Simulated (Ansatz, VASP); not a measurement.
## One calculation of SnO2, two programs

```xyz
6
Lattice="3.1232 0.0000 0.0000 -1.5616 2.7047 0.0000 0.0000 0.0000 10.0498" Properties=species:S:1:pos:R:3 pbc="T T T"
Sn    0.0000    0.0000    5.0249
Sn    0.0000    0.0000    0.0000
O     1.5616    0.9016    4.0379
O     1.5616    0.9016    0.9870
O     0.0000    1.8032    6.0119
O     0.0000    1.8032    9.0628
```

Alike in both runs: task single point; functional PBE; dispersion D3(BJ); k mesh 12 × 12 × 4; occupations gaussian, width 0.05 eV; no spin polarisation.

|  | VASP | Ansatz |
| --- | --- | --- |
| version | VASP 6.6.1 | Ansatz 0.2.0 |
| potentials or method | VASP PAW PBE potentials, release 64 (Sn_d, O), cutoff 520 eV | scalar-relativistic, plane waves, PAW |
| valence electrons in the cell | 52 | 52 |

VASP gave:

| Property | Result |
| --- | --- |
| gap on the k mesh at the Fermi level (eV) | 2.60 |
| least direct gap on the mesh (eV) | 3.11 |
| pressure (GPa) | 14.6 |
| traceless stress, the component that is largest in VASP (GPa) | -5.97 |
| rms of the force components (eV/Å) | 0.527 |

Q: Estimate Ansatz's values.

A: gap on the k mesh at the Fermi level (eV): 2.63; least direct gap on the mesh (eV): 3.13; pressure (GPa): 13.8; traceless stress, the component that is largest in VASP (GPa): -5.52; rms of the force components (eV/Å): 0.496.

Atom by atom the forces differ by 0.031 eV/Å (rms over components).
